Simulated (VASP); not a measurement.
# Si2Se (P4_2/mmc) in VASP: notebook

Runs on Si2Se. Level: PBE. Tasks: relaxation of cell and atoms.

All numbers are computed with VASP 6.6.1; they aren't measurements. Logs are shortened: lines on timing, memory, paths and dates and some standing lists are left out, and cuts for length are marked.

## (1) The cell of the first run

The structure is tetragonal, space group P4_2/mmc (No. 131). Conventional cell: a = 4.593 Å, b = 4.593 Å, c = 6.377 Å, α = 90.00°, β = 90.00°, γ = 90.00°. Si (site symmetry 2mm) has 2 Si at 1.32 to 1.87 Å within 1.9 Å. Within 3.3 Å of Se (site symmetry mmm) lie 8 Si at 2.48 to 3.22 Å.

The cell was built from a structure type or drawn by symmetry, and may not be a known phase.

## (2) Relaxation of cell and atoms, PBE

Input file INCAR:

```
ALGO = Normal ; EDIFF = 1E-6
EDIFFG = -0.04 ; ENCUT = 600
GGA = PE ; IBRION = 2
ISIF = 3 ; ISMEAR = 0
LASPH = T ; LCHARG = F
LREAL = F ; LWAVE = F
NELM = 100 ; NSW = 90
PREC = Accurate ; SIGMA = 0.1
```

Input file KPOINTS:

```
k-points
0
Gamma
  4 4 4
```

Input file POSCAR:

```
Si2Se
1.0
    4.5928612700      0.0000000000      0.0000000000
    0.0000000000      4.5928612700      0.0000000000
    0.0000000000      0.0000000000      6.3765736400
Si Se
4 2
Direct
    0.5000000000      0.5000000000      0.6463200100
    0.5000000000      0.5000000000      0.1463200100
    0.5000000000      0.5000000000      0.3536799900
    0.5000000000      0.5000000000      0.8536799900
    0.0000000000      0.5000000000      0.0000000000
    0.5000000000      0.0000000000      0.5000000000
```

Potentials or basis: VASP PAW PBE potentials, release 64 (Si, Se).

Launch:

```console
$ cat potpaw_PBE.64/Si/POTCAR potpaw_PBE.64/Se/POTCAR > POTCAR
$ mpirun -np 1 vasp_std > vasp.out
```

OUTCAR:

```text
EDIFF = 1E-6
   EDIFFG = -0.04
   ENCUT = 600
   GGA = PE
   IBRION = 2
   ISIF = 3
   ISMEAR = 0
   LASPH = T
   LREAL = F
   NELM = 100
   NSW = 90
   PREC = Accurate

 ion  position               nearest neighbor table
   1  0.500  0.500  0.646-   4 1.32   3 1.87   6 2.48   6 2.48
   2  0.500  0.500  0.146-   3 1.32   4 1.87   5 2.48   5 2.48
   3  0.500  0.500  0.354-   2 1.32   1 1.87   6 2.48   6 2.48
   4  0.500  0.500  0.854-   1 1.32   2 1.87   5 2.48   5 2.48
   5  0.000  0.500  0.000-   2 2.48   4 2.48   2 2.48   4 2.48
   6  0.500  0.000  0.500-   1 2.48   3 2.48   1 2.48   3 2.48

 -----------------------------------------------------------------------------
|                                                                             |
|           W    W    AA    RRRRR   N    N  II  N    N   GGGG   !!!           |
|           W    W   A  A   R    R  NN   N  II  NN   N  G    G  !!!           |
|           W    W  A    A  R    R  N N  N  II  N N  N  G       !!!           |
|           W WW W  AAAAAA  RRRRR   N  N N  II  N  N N  G  GGG   !            |
|           WW  WW  A    A  R   R   N   NN  II  N   NN  G    G                |
|           W    W  A    A  R    R  N    N  II  N    N   GGGG   !!!           |
|                                                                             |
|     The distance between some ions is very small. Please check the          |
|     nearest-neighbor list in the OUTCAR file.                               |
|     I HOPE YOU KNOW WHAT YOU ARE DOING!                                     |
|                                                                             |
 -----------------------------------------------------------------------------

  LATTYP: Found a simple tetragonal cell.
 ALAT       =     4.5928612700
 C/A-ratio  =     1.3883662635

  Lattice vectors:

 A1 = (   4.5928612700,   0.0000000000,   0.0000000000)
 A2 = (   0.0000000000,   4.5928612700,   0.0000000000)
 A3 = (   0.0000000000,   0.0000000000,   6.3765736400)

Analysis of symmetry for initial positions (statically):
=====================================================================
 Subroutine PRICEL returns:
 Original cell was already a primitive cell.

 Routine SETGRP: Setting up the symmetry group for a
 simple tetragonal supercell.

 Subroutine GETGRP returns: Found 16 space group operations
 (whereof  8 operations were pure point group operations)
 out of a pool of 16 trial point group operations.

The static configuration has the point symmetry D_2h.
 The point group associated with its full space group is D_4h.

Analysis of symmetry for dynamics (positions and initial velocities):
=====================================================================
 Subroutine PRICEL returns:
 Original cell was already a primitive cell.

 Routine SETGRP: Setting up the symmetry group for a
 simple tetragonal supercell.

 Subroutine GETGRP returns: Found 16 space group operations
 (whereof  8 operations were pure point group operations)
 out of a pool of 16 trial point group operations.

The dynamic configuration has the point symmetry D_2h.
 The point group associated with its full space group is D_4h.

 Subroutine INISYM returns: Found 16 space group operations
 (whereof  8 operations are pure point group operations),
 and found     1 'primitive' translations

----------------------------------------------------------------------------------------

                                     Primitive cell

  volume of cell :     134.5098

  direct lattice vectors                    reciprocal lattice vectors
     4.592861270  0.000000000  0.000000000     0.217729198  0.000000000  0.000000000
     0.000000000  4.592861270  0.000000000     0.000000000  0.217729198  0.000000000
     0.000000000  0.000000000  6.376573640     0.000000000  0.000000000  0.156824034

  length of vectors
     4.592861270  4.592861270  6.376573640     0.217729198  0.217729198  0.156824034

  position of ions in fractional coordinates (direct lattice)
     0.500000000  0.500000000  0.646320010
     0.500000000  0.500000000  0.146320010
     0.500000000  0.500000000  0.353679990
     0.500000000  0.500000000  0.853679990
     0.000000000  0.500000000  0.000000000
     0.500000000  0.000000000  0.500000000

  ion indices of the primitive-cell ions
   primitive index   ion index
                 1           1
                 2           2
                 3           3
                 4           4
                 5           5
                 6           6

----------------------------------------------------------------------------------------

 KPOINTS: k-points

Automatic generation of k-mesh.
 Grid dimensions read from file:
 generate k-points for:    4    4    4

 Generating k-lattice:

  Cartesian coordinates                     Fractional coordinates (reciprocal lattice)
     0.054432299  0.000000000  0.000000000     0.250000000  0.000000000  0.000000000
     0.000000000  0.054432299  0.000000000     0.000000000  0.250000000  0.000000000
     0.000000000  0.000000000  0.039206008     0.000000000  0.000000000  0.250000000

  Length of vectors
     0.054432299  0.054432299  0.039206008

  Shift w.r.t. Gamma in fractional coordinates (k-lattice)
     0.000000000  0.000000000  0.000000000

 Subroutine IBZKPT returns following result:
 ===========================================

 Found     18 irreducible k-points:

 Following reciprocal coordinates:
            Coordinates               Weight
  0.000000  0.000000  0.000000      1.000000
  0.250000  0.000000  0.000000      4.000000
  0.500000  0.000000  0.000000      2.000000
  0.250000  0.250000  0.000000      4.000000
  0.500000  0.250000  0.000000      4.000000
  0.500000  0.500000  0.000000      1.000000
[... 10 lines left out ...]
  0.500000  0.250000  0.500000      4.000000
  0.500000  0.500000  0.500000      1.000000
   k-points           NKPTS =     18   k-points in BZ     NKDIM =     18   number of bands    NBANDS=     18
   number of dos      NEDOS =    301   number of ions     NIONS =      6
   total plane-waves  NPLWV =  86400
   dimension x,y,z NGX =    40 NGY =   40 NGZ =   54
   dimension x,y,z NGXF=    80 NGYF=   80 NGZF=  108
   ions per type =               4   2
   NGX,Y,Z   is equivalent  to a cutoff of  14.48, 14.48, 14.08 a.u.
   NGXF,Y,Z  is equivalent  to a cutoff of  28.96, 28.96, 28.16 a.u.
 SYSTEM =  unknown system
   PREC   = accura    normal or accurate (medium, high low for compatibility)
   ISTART =      0    job   : 0-new  1-cont  2-samecut
   ICHARG =      2    charge: 1-file 2-atom 10-const
   ISPIN  =      1    spin polarized calculation?
   LNONCOLLINEAR =      F non collinear calculations
   LSORBIT =      F    spin-orbit coupling
   LASPH  =      T    aspherical Exc in radial PAW
   ENCUT  =  600.0 eV  44.10 Ry    6.64 a.u.   9.17  9.17 12.74*2*pi/ulx,y,z
   NELM   =    100;   NELMIN=  2; NELMDL= -5     # of ELM steps
   EDIFF  = 0.1E-05   stopping-criterion for ELM
   LREAL  =      F    real-space projection
   EDIFFG = -.4E-01   stopping-criterion for IOM
   NSW    =     90    number of steps for IOM
   IBRION =      2    ionic relax: 0-MD 1-quasi-New 2-CG
   NFREE  =      1    steps in history (QN), initial steepest desc. (CG)
   ISIF   =      3    stress and relaxation
   ISYM   =      2    0-nonsym 1-usesym 2-fastsym
   POTIM  = 0.5000    time-step for ionic-motion
   TEBEG  =    0.0;   TEEND  =   0.0 temperature during run
   PSTRESS=    0.0 pullay stress
   NELECT =      28.0000    total number of electrons
   NUPDOWN=      -1.0000    fix difference up-down
   EMIN   =  10.00;   EMAX   =-10.00  energy-range for DOS
   EFERMI =   0.00;   METHOD = LEGACY
   ISMEAR =     0;   SIGMA  =   0.10  broadening in eV -4-tet -1-fermi 0-gaus
   EFERMI_NEDOS =   21; number of points for ismear=-14 and -15
   IALGO  =     38    algorithm
   IMIX   =      4    mixing-type and parameters
     AMIX     =   0.40;   BMIX     =  1.00
     AMIX_MAG =   1.60;   BMIX_MAG =  1.00
  volume/ion in A,a.u.               =      22.42       151.29
  Fermi-wavevector in a.u.,A,eV,Ry     =   0.970233  1.833475 12.807880  0.941353
  Thomas-Fermi vector in A             =   2.100351
   LORBIT       =      0    0 simple, 1 ext, 2 COOP (PROOUT), +10 PAW based schemes
   GGA     = PE    functional components
   LHFCALC =     F    Hartree Fock is set to
   AEXX    =    0.0000 exact exchange contribution
   IVDW    =     0    specifies the selected vdW correction
   LEPSILON=     F    determine dielectric tensor
   LRPA    =     F    only Hartree local field effects (RPA)
 conjugate gradient relaxation of ions
 non-spin polarized calculation
 Gauss-broadening in eV      SIGMA  =   0.10
  energy-cutoff  :      600.00
  volume of cell :      134.51
 maximum number of plane-waves:      4508
 NGX is ok and might be reduce to    40
   NGX = 19   NGY = 19   NGZ = 25

--------------------------------------- Ionic step        1  -------------------------------------------

 number of electron      27.9999999 magnetization

 Free energy of the ion-electron system (eV)
  ---------------------------------------------------
  ext. energy  EPLUGINS =         0.00000000
  ---------------------------------------------------
  free energy    TOTEN  =        20.58313204 eV

  energy without entropy =       20.61299011  energy(sigma->0) =       20.59806108

 E-fermi :   4.1044     XC(G=0):  -8.4948

 val. band max:        4.0535531297   @ k =   0.2500   0.2500   0.5000
 cond. band min:       4.1056216621   @ k =   0.2500   0.2500   0.2500
 fundamental gap:      0.0520685324
 Fermi energy:         4.1044085552

 k-point     1 :       0.0000    0.0000    0.0000
  band No.  band energies     occupation
      1     -11.3184      2.00000
      2     -10.1417      2.00000
      3      -5.6515      2.00000
      4      -5.3204      2.00000
      5      -3.2373      2.00000
      6      -3.1166      2.00000
[... 480 lines left out ...]
  FREE ENERGIE OF THE ION-ELECTRON SYSTEM (eV)
  ---------------------------------------------------
  free  energy   TOTEN  =        -9.5458340064 eV

  energy  without entropy=       -9.4694655444  energy(sigma->0) =       -9.50764978

 E-fermi :  -0.3069     XC(G=0):  -6.7375

 val. band max:       -0.3253043755   @ k =   0.5000   0.2500   0.0000
 cond. band min:      -0.2945600342   @ k =   0.5000   0.0000   0.5000
 fundamental gap:      0.0307443413
 Fermi energy:        -0.3068992712

 k-point     1 :       0.0000    0.0000    0.0000
  band No.  band energies     occupation
      1     -12.1344      2.00000
      2     -12.1028      2.00000
      3      -8.7277      2.00000
      4      -8.4711      2.00000
      5      -5.5157      2.00000
      6      -4.6305      2.00000
[... 355 lines left out ...]
      5      -5.1111      2.00000
      6      -5.1111      2.00000
[... 10 lines left out ...]
     17       1.2950      0.00000
     18       1.7346      0.00000

[... ionic steps 4 to 21 ...]

--------------------------------------- Ionic step       22  -------------------------------------------

 number of electron      28.0000017 magnetization

------------------------ aborting loop because EDIFF is reached ----------------------------------------
[... 75 lines left out ...]
--------------------------------------- Ionic step       24  -------------------------------------------

 number of electron      28.0000016 magnetization

 Free energy of the ion-electron system (eV)
  ---------------------------------------------------
  ext. energy  EPLUGINS =         0.00000000
  ---------------------------------------------------
  free energy    TOTEN  =       -24.40973913 eV

  energy without entropy =      -24.39173026  energy(sigma->0) =      -24.40073469

 E-fermi :   4.2884     XC(G=0):  -9.1419

 val. band max:        4.2670614714   @ k =   0.5000   0.2500   0.2500
 cond. band min:       4.3026087446   @ k =   0.2500   0.0000   0.0000
 fundamental gap:      0.0355472732
 Fermi energy:         4.2884148396

 k-point     1 :       0.0000    0.0000    0.0000
  band No.  band energies     occupation
      1     -10.4792      2.00000
      2     -10.3975      2.00000
      3      -5.7825      2.00000
      4      -4.1697      2.00000
      5      -3.8986      2.00000
      6      -0.0190      2.00000
[... 400 lines left out ...]
  FREE ENERGIE OF THE ION-ELECTRON SYSTEM (eV)
  ---------------------------------------------------
  free  energy   TOTEN  =       -24.4097391308 eV

  energy  without entropy=      -24.3917302568  energy(sigma->0) =      -24.40073469

 reached required accuracy - stopping structural energy minimisation
```

It took 19 min on 1 thread of Intel Xeon Platinum 8488C (Sapphire Rapids), shared host; peak memory 0.32 GiB.

What came out:

| Quantity | Value |
| --- | --- |
| Free energy | -24.4097 eV |
| Relaxed volume | 23.65 Å³/atom |
| Relaxed cell | a = 3.456 Å, b = 3.456 Å, c = 11.881 Å, α = 90.00°, β = 90.00°, γ = 90.00° |
| Space group after relaxing (to 0.1 Å) | P4_2/mmc (No. 131) |
| Pressure after relaxing | 0.0 GPa |
| Largest force after relaxing | 0.010 eV/Å |
| Band gap on the k mesh | zero (bands 14 and 15 overlap by 3.34 eV) |

Forces in eV/Å, atoms in the order of the input:
```
Si   0.000  0.000 -0.010
Si   0.000  0.000 -0.010
Si   0.000  0.000  0.010
Si   0.000  0.000  0.010
Se   0.000  0.000  0.000
Se   0.000  0.000  0.000
```

Final structure:
```cif
data_structure
_symmetry_space_group_name_H-M 'P 1'
_symmetry_Int_Tables_number 1
_cell_length_a 3.4561
_cell_length_b 3.4561
_cell_length_c 11.8809
_cell_angle_alpha 90.000
_cell_angle_beta 90.000
_cell_angle_gamma 90.000
_cell_volume 141.91
loop_
_atom_site_label
_atom_site_type_symbol
_atom_site_fract_x
_atom_site_fract_y
_atom_site_fract_z
_atom_site_occupancy
Si1 Si 0.50000 0.50000 0.15241 1
Si2 Si 0.50000 0.50000 0.65241 1
Si3 Si 0.50000 0.50000 0.84759 1
Si4 Si 0.50000 0.50000 0.34759 1
Se1 Se 0.00000 0.50000 0.00000 1
Se2 Se 0.50000 0.00000 0.50000 1
```

Caveat: a cell axis changed by over 15 % at a fixed basis, so the end point is rough.

## (3) Relaxation of cell and atoms, PBE

This run uses another cell than the first one, of 32.36 Å³/atom.

Input file INCAR:

```
SYSTEM = Si2Se
ALGO     = Normal         ! electronic algorithm
EDIFF    = 1E-7           ! SCF threshold, eV
EDIFFG   = -0.01          ! ionic threshold
ENCUT    = 600            ! plane-wave cutoff, eV
GGA      = PE             ! functional
IBRION   = 2              ! ionic algorithm
ISIF     = 3              ! what is computed and relaxed
ISMEAR   = 0              ! smearing method
LASPH    = .True.         ! aspherical terms in the spheres
LCHARG   = .False.        ! write CHGCAR
LREAL    = .False.        ! projectors in reciprocal space
LWAVE    = .False.        ! write WAVECAR
NELM     = 100            ! most SCF steps
NSW      = 100            ! ionic steps
PREC     = Accurate       ! precision mode
SIGMA    = 0.1            ! smearing width, eV
```

Input file KPOINTS:

```
k-points
0
Gamma
  8 8 4
  0 0 0
```

Input file POSCAR:

```
Si2Se
1.0
    4.5096923201      0.0000000000      0.0000000000
    0.0000000000      4.5096923201      0.0000000000
    0.0000000000      0.0000000000      9.5464024439
Si Se
4 2
Direct
    0.5000000000      0.5000000000      0.6246811777
    0.5000000000      0.5000000000      0.1246811777
    0.5000000000      0.5000000000      0.3753188223
    0.5000000000      0.5000000000      0.8753188223
    0.0000000000      0.5000000000      0.0000000000
    0.5000000000      0.0000000000      0.5000000000
```

Potentials or basis: VASP PAW PBE potentials, release 64 (Si, Se).

Launch:

```console
$ cat potpaw_PBE.64/Si/POTCAR potpaw_PBE.64/Se/POTCAR > POTCAR
$ mpirun -np 1 vasp_std > vasp.out
```

It took 3.4 min on 1 thread of Intel Xeon Platinum 8488C (Sapphire Rapids), shared host; peak memory 0.44 GiB.

It converged, with:

- Free energy: -23.5743 eV
- Relaxed volume: 32.76 Å³/atom
- Relaxed cell: a = 4.524 Å, b = 4.524 Å, c = 9.604 Å, α = 90.00°, β = 90.00°, γ = 90.00°
- Space group after relaxing (to 0.1 Å): P4_2/mmc (No. 131)
- Energy gained by relaxing: 0.9 meV/atom
- Ionic steps: 3
- Pressure after relaxing: 0.0 GPa
- Band gap on the k mesh: zero (bands 14 and 15 overlap by 1.00 eV)

Stress tensor (GPa, compression positive):
```
 0.04  0.00  0.00
 0.00  0.04  0.00
 0.00  0.00 -0.04
```

Step by step:
| step | energy change (eV) | largest force (eV/Å) | pressure (GPa) | volume (Å³) |
| --- | --- | --- | --- | --- |
| 1 | 0.0000 | 0.1146 | 0.55 | 194.15 |
| 2 | -0.0050 | 0.0321 | -0.14 | 197.31 |
| 3 | -0.0055 | 0.0002 | 0.01 | 196.57 |

Final structure:
```
CELL_PARAMETERS angstrom
4.52411 0.00000 0.00000
0.00000 4.52411 0.00000
0.00000 0.00000 9.60421
ATOMIC_POSITIONS crystal
Si 0.50000 0.50000 0.62513
Si 0.50000 0.50000 0.12513
Si 0.50000 0.50000 0.37487
Si 0.50000 0.50000 0.87487
Se 0.00000 0.50000 0.00000
Se 0.50000 0.00000 0.50000
```

Levels at points of the mesh, in eV from the Fermi level:
```csv
k point,band 10,band 11,band 12,band 13,band 14,band 15,band 16,band 17,band 18
"(0.00, 0.00, 0.00)",-2.84,-2.84,-2.00,-0.06,-0.06,0.48,1.46,1.46,2.63
"(0.50, 0.00, 0.00)",-3.88,-1.90,-0.60,-0.50,0.09,0.11,0.28,1.51,2.12
"(0.50, 0.50, 0.00)",-2.74,-2.59,-1.92,-1.92,0.66,0.66,1.49,1.64,1.64
"(0.00, 0.00, 0.50)",-2.87,-2.59,-2.59,0.25,0.25,1.08,1.08,1.20,1.20
"(0.50, 0.00, 0.50)",-2.80,-1.90,-0.78,-0.64,-0.59,0.78,0.93,1.22,1.46
"(0.50, 0.50, 0.50)",-2.67,-1.61,-1.61,-0.75,-0.75,-0.28,-0.28,1.96,1.96
```
